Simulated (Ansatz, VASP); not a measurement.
One calculation of B2Pd3Pt, two programs

```
B Pd Pt
1.0
     4.65669    0.00000   -0.04310
     0.00000    3.19181    0.00000
    -0.04722    0.00000    5.25557
B Pd Pt
2 3 1
Cartesian
  0.0162 0.0000 0.0196
  2.2728 1.5959 2.5875
  1.1029 1.5959 4.4151
  3.5041 1.5959 0.7848
  3.4562 0.0000 3.4337
  1.1715 0.0000 1.7905
```

Alike in both runs: functional PBE; k mesh 4 × 5 × 3; occupations gaussian, width 0.2 eV; no spin polarisation.

Ansatz relaxed the structure, and its values are those at the end. VASP's run is a single point on that final structure, the one shown.

|  | VASP | Ansatz |
| --- | --- | --- |
| version | VASP 6.6.1 | Ansatz 0.2.0 |
| potentials or method | VASP PAW PBE potentials, release 64 (B, Pd, Pt), cutoff 520 eV | scalar-relativistic, plane waves, PAW |
| valence electrons in the cell | 46 | 78 |

```csv
,VASP,Ansatz,Ansatz less VASP
gap on the k mesh at the Fermi level (eV),none,none,-
pressure (GPa),0.1,0.1,-0.05
rms of the force components (eV/Å),0.020,0.023,+0.0033
```

A gap of «none» marks a metal or a gap that the smearing closes. VASP's potentials hold 46 valence electrons a cell and Ansatz's 78, so a difference there can come from the potentials and not from the codes.

The k mesh is coarse, so the values compare programs but aren't converged. Neither program's run includes spin-orbit coupling.
